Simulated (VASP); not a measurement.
Here is a VASP 6.6.1 calculation.

Contents of INCAR:

```
PREC = Accurate
ENCUT = 520
EDIFF = 1E-6
ISMEAR = -1
SIGMA = 0.1
LREAL = False
LASPH = True
NELM = 100
ALGO = Normal
ISIF = 2
LWAVE = False
LCHARG = False
GGA = B5
ALDAX = 1.0
AGGAX = 1.0
AGGAC = 1.0
ALDAC = 0.0
NBANDS = 8
```

Contents of KPOINTS:

```
Automatic mesh
0
Gamma
  14 14 14
```

File POSCAR:

```
Al
1.0
   -1.5912200000      1.5912200000      1.5912200000
    1.5912200000     -1.5912200000      1.5912200000
    1.5912200000      1.5912200000     -1.5912200000
Al
1
Direct
    0.0000000000      0.0000000000      0.0000000000
```

Potentials or basis: VASP PAW PBE potentials, release 64 (Al).

Launch:

```bash
$ cat potpaw_PBE.64/Al/POTCAR > POTCAR
$ mpirun -np 1 vasp_std > vasp.out
```

Estimate the pressure.

7.9 GPa.

Caveat: the PAW data sets were made with another functional, which shifts forces and pressure a little.
